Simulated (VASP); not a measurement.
Lu, 2 atoms in the cell. Symmetry: P6_3/mmc, No. 194, hexagonal system. The conventional cell has a = 3.507 Å, b = 3.507 Å, c = 5.477 Å, α = 90.00°, β = 90.00°, γ = 120.00°. Within 4.5 Å of Lu (site symmetry -6m2) lie 12 Lu at 3.41 to 3.51 Å. 

| Item | Value |
| --- | --- |
| Program | VASP 6.6.1 |
| Task | single point |
| Functional | PBE |
| Potentials or basis | VASP PAW PBE potentials, release 64 (Lu) |
| Cutoff | 520 eV |
| k mesh | 10 × 10 × 6 |
| Occupations | fermi-dirac, width 0.6 eV |
| Spin | no spin polarisation |
| Dipole correction | no |
| Further INCAR settings | ALGO = Normal; EDIFF = 1e-06; NBANDS = 32 |

Potentials or basis: VASP PAW PBE potentials, release 64 (Lu).

Command:

```console
$ cat potpaw_PBE.64/Lu/POTCAR > POTCAR
$ mpirun -np 1 vasp_std > vasp.out
```

Hardware: 1 thread of Intel Xeon 8259CL (shared host).

**Question.** Estimate the wall time of this run.

**Answer.** Wall time 110 s on 1 thread of Intel Xeon 8259CL (shared host), peak memory 0.24 GiB. Counts: scf iterations 12, k points 56.
